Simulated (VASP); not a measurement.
Zn:

```
Zn
1.0
     2.67000    0.00000    0.00000
    -1.33500    2.31229    0.00000
     0.00000    0.00000    4.96600
Zn
2
Direct
  0.33333 0.66667 0.25000
  0.66667 0.33333 0.75000
```

| Item | Value |
| --- | --- |
| Program | VASP 6.6.1 |
| Task | relaxation of cell and atoms |
| Functional | LDA |
| Potentials or basis | VASP PAW LDA potentials, release 64 (Zn) |
| Cutoff | 600 eV |
| k mesh | 9 × 9 × 4 |
| Occupations | gaussian, width 0.1 eV |
| Spin | no spin polarisation |

At the start: pressure -8.6 GPa; volume 15.33 Å³/atom.

How do energy, volume and symmetry change on relaxing?

Over 8 steps the energy falls by 61.4 meV/atom and the volume is 13.50 Å³/atom (-11.9 %); space group P6_3/mmc (No. 194, to 0.1 Å) before and after.

Step by step:
```tsv
step	energy change (eV)	largest force (eV/Å)	pressure (GPa)	volume (Å³)
1	0.0000	0.0000	-8.60	30.66
2	-0.1048	0.0000	0.71	27.15
3	-0.1053	0.0000	-0.03	27.34
4	-0.1052	0.0000	-0.29	27.40
5	-0.1067	0.0000	-0.41	27.36
6	-0.1154	0.0000	-0.24	27.21
7	-0.1211	0.0000	0.57	26.90
8	-0.1227	0.0000	0.24	27.00
```

Final structure:
```xyz
2
Lattice="2.5967 0.0000 0.0000 -1.2983 2.2488 0.0000 0.0000 0.0000 4.6238" Properties=species:S:1:pos:R:3 pbc="T T T"
Zn    0.0000    1.4992    1.1559
Zn    1.2983    0.7496    3.4678
```
